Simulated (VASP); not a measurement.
Set up this calculation in VASP 6.6.1, as the native input.

```yaml
Task: single point
Functional: PBEsol
Potentials_or_basis: VASP PAW PBE potentials, release 64 (K_sv)
Cutoff: 520 eV
k_mesh: 10 × 10 × 10
Occupations: methfessel-paxton, width 0.1 eV
Spin: no spin polarisation
Dipole_correction: no
Further_INCAR_settings: ALGO = Normal; EDIFF = 1e-06; NBANDS = 10
```

The structure of K lies in POSCAR:

```
K
1.0
    4.2284024345      0.0000000000      0.0000000000
    0.0000000000      4.2284024345      0.0000000000
    0.0000000000      0.0000000000      4.2284024345
K
1
Direct
    0.0000000000      0.0000000000      0.0000000000
```

One way to write it, as run:

INCAR

```
SYSTEM = K
PREC     = Accurate       ! precision mode
ENCUT    = 520            ! plane-wave cutoff, eV
EDIFF    = 1E-6           ! SCF threshold, eV
ISMEAR   = 1              ! smearing method
SIGMA    = 0.1            ! smearing width, eV
LREAL    = .False.        ! projectors in reciprocal space
LASPH    = .True.         ! aspherical terms in the spheres
NELM     = 100            ! most SCF steps
ALGO     = Normal         ! electronic algorithm
ISIF     = 2              ! what is computed and relaxed
LWAVE    = .False.        ! write WAVECAR
LCHARG   = .False.        ! write CHGCAR
GGA      = PS             ! functional
NBANDS   = 10             ! bands
```

KPOINTS

```
regular mesh
0
Gamma
  10 10 10
  0 0 0
```

Potentials or basis: VASP PAW PBE potentials, release 64 (K_sv).

Command:

```bash
$ cat potpaw_PBE.64/K_sv/POTCAR > POTCAR
$ mpirun -np 1 vasp_std > vasp.out
```

Results of the run:

The pressure is 0.0 GPa.

Caveat: the PAW data sets were made with another functional, which shifts forces and pressure a little.

Run time: 8.7 s on 1 thread of Intel(R) Xeon(R) 6975P-C (Granite Rapids), on a shared host, peak memory 0.19 GiB.
